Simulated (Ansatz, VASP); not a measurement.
## Two plane-wave programs on Ir2Ru

```
CELL_PARAMETERS angstrom
2.73496 0.00000 0.00000
-1.36748 2.36855 0.00000
0.00000 0.00000 12.90621
ATOMIC_POSITIONS crystal
Ru 0.33333 0.66667 0.25000
Ru 0.66667 0.33333 0.75000
Ir 0.33333 0.66667 0.91667
Ir 0.33333 0.66667 0.58333
Ir 0.66667 0.33333 0.08333
Ir 0.66667 0.33333 0.41667
```

Alike in both runs: task relaxation of cell and atoms; functional PBE; k mesh 6 × 6 × 2; occupations gaussian, width 0.1 eV; no spin polarisation.

```csv
,VASP,Ansatz
version,VASP 6.6.1,Ansatz 0.2.0
potentials or method,"VASP PAW PBE potentials, release 64 (Ru_pv, Ir), cutoff 600 eV","scalar-relativistic, plane waves, PAW"
valence electrons in the cell,64,100
```

VASP gave:

```
gap on the k mesh at the Fermi level, each at its own relaxed structure (eV) : none
relaxed volume (Å³/atom)                                                     : 14.35
relaxed cell length with the largest relative difference (Å)                 : 2.767
```

Q: Which values does Ansatz return?

A: gap on the k mesh at the Fermi level, each at its own relaxed structure (eV): none; relaxed volume (Å³/atom): 14.33; relaxed cell length with the largest relative difference (Å): 2.765.

A gap of «none» marks a metal or a gap that the smearing closes. VASP's potentials hold 64 valence electrons a cell and Ansatz's 100, so a difference there can come from the potentials and not from the codes.

The k mesh is coarse, so the values compare programs but aren't converged. Neither program's run includes spin-orbit coupling. Noted on VASP's run: too few bands were computed for a metal, which touches its energy and stress.
